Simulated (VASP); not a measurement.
Set up this calculation in VASP 6.6.1, as the native input.

```yaml
Task: single point
Functional: PBE
Potentials_or_basis: VASP PAW PBE potentials, release 64 (La, Fe, Si, O)
Cutoff: 520 eV
k_mesh: 8 × 8 × 4
Occupations: gaussian, width 0.05 eV
Spin: no spin polarisation
Dipole_correction: no
Further_INCAR_settings: ALGO = Normal; EDIFF = 1e-06; NBANDS = 39
```

The structure of LaFeSiO lies in POSCAR:

```
LaFeSiO
1.0
    4.1505190628      0.0000000000      0.0000000000
    0.0000000000      4.1505190628      0.0000000000
    0.0000000000      0.0000000000      8.3332973687
La Fe Si O
2 2 2 2
Direct
    0.5000000000      0.0000000000      0.1465845357
    0.0000000000      0.5000000000      0.8534154643
    0.0000000000      0.0000000000      0.5000000000
    0.5000000000      0.5000000000      0.5000000000
    0.5000000000      0.0000000000      0.6043948434
    0.0000000000      0.5000000000      0.3956051566
    0.0000000000      0.0000000000      0.0000000000
    0.5000000000      0.5000000000      0.0000000000
```

These files were run (other wordings do the same):

INCAR

```
SYSTEM = LaFeSiO
PREC = Accurate ; ENCUT = 520
EDIFF = 1E-6 ; ISMEAR = 0
SIGMA = 0.05 ; LREAL = .False.
LASPH = .True. ; NELM = 80
ALGO = Normal ; ISIF = 2
LWAVE = .False. ; LCHARG = .True.
GGA = PE ; LELF = .True.
LVHAR = .True. ; NBANDS = 39
```

KPOINTS

```
regular mesh
0
Gamma
  8 8 4
  0 0 0
```

Potentials or basis: VASP PAW PBE potentials, release 64 (La, Fe, Si, O).

Command:

```console
$ cat potpaw_PBE.64/La/POTCAR potpaw_PBE.64/Fe/POTCAR potpaw_PBE.64/Si/POTCAR potpaw_PBE.64/O/POTCAR > POTCAR
$ mpirun -np 1 vasp_std > vasp.out
```

It gave:

* Pressure: -3.2 GPa
* Largest force: 0.008 eV/Å
* Band gap on the k mesh: zero (bands 29 and 30 overlap by 0.28 eV)

Caveat: the cell stands under tension; spin-orbit coupling is left out, which moves the levels of the heavy elements; the run has no spin polarisation, though such a crystal can be magnetic.

It took 10 min on 1 thread of Intel Xeon 8259CL, on a shared host, peak memory 0.43 GiB.
